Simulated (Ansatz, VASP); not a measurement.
# ZrC: VASP beside Ansatz

The input INCAR:

```
PREC     = Accurate       # precision mode
ENCUT    = 520            # plane-wave cutoff, eV
EDIFF    = 1E-8           # SCF threshold, eV
ISMEAR   = -1             # smearing method
SIGMA    = 0.05           # smearing width, eV
LREAL    = F              # projectors in reciprocal space
LASPH    = T              # aspherical terms in the spheres
NELM     = 150            # most SCF steps
ALGO     = Normal         # electronic algorithm
ISIF     = 2              # what is computed and relaxed
LWAVE    = F              # write WAVECAR
LCHARG   = F              # write CHGCAR
ISPIN    = 2              # spin polarisation
MAGMOM   = 0 0            # initial moments
LORBIT   = 11             # projections on sites
LMAXMIX  = 4              # l up to which the mixer works
GGA      = CA             # functional
LEFG     = T            
NBANDS   = 19             # bands
```

File KPOINTS:

```
Automatic mesh
0
Gamma
  15 15 15
```

POSCAR

```
ZrC
1.0
    0.0000000000      2.3502100000      2.3502100000
    2.3502100000      0.0000000000      2.3502100000
    2.3502100000      2.3502100000      0.0000000000
Zr C
1 1
Direct
    0.5000000000      0.5000000000      0.5000000000
    0.0000000000      0.0000000000      0.0000000000
```

Input for Ansatz:

```yaml
crystal:
  lattice:
    - [0.0, 2.35021, 2.35021]
    - [2.35021, 0.0, 2.35021]
    - [2.35021, 2.35021, 0.0]
  atoms:
    - { symbol: Zr, position: [0.5, 0.5, 0.5] }
    - { symbol: C, position: [0.0, 0.0, 0.0] }
kpoints:
  mp_grid: { grid: [15, 15, 15] }
  band_path:
    path:
      - [0.0, 0.0, 0.0]
      - [0.5, 0.0, 0.5]
      - [0.625, 0.25, 0.625]
      - [0.375, 0.375, 0.75]
      - [0.0, 0.0, 0.0]
      - [0.5, 0.5, 0.5]
      - [0.5, 0.25, 0.75]
      - [0.5, 0.0, 0.5]
    npoints: 5
scf:
  occupations: { method: fermi_dirac, width: 0.05 }
hamiltonian:
  xc: lda
  pseudopotentials: { kind: paw }
output:
  forces: true
  stress: true
  eigenvalues: true
  efg: { contact_densities: true }
magnetization:
  spin_polarized: true
```

Alike in both runs: task electric field gradients; functional LDA; k mesh 15 × 15 × 15; occupations fermi-dirac, width 0.05 eV; collinear spin.

|  | VASP | Ansatz |
| --- | --- | --- |
| version | VASP 6.6.1 | Ansatz 0.2.0 |
| potentials or method | VASP PAW LDA potentials, release 64 (Zr_sv, C) | PAW with Ansatz's default frozen-core files, scalar-relativistic |
| plane-wave cutoff (eV) | 520 | 420 |
| valence electrons in the cell | 16 | 16 |

```csv
,VASP,Ansatz,Ansatz less VASP
gap on the k mesh at the Fermi level (eV),none,none,-
pressure (GPa),-8.1,-8.7,-0.58
net moment per atom (μB),0.00,0.00,0.000
```

LDA's correlation is that of Perdew and Zunger in VASP and of Perdew and Wang (1992) in Ansatz. A gap of «none» marks a metal or a gap that the smearing closes. Ansatz's warnings: no starting moments, stability check not made.
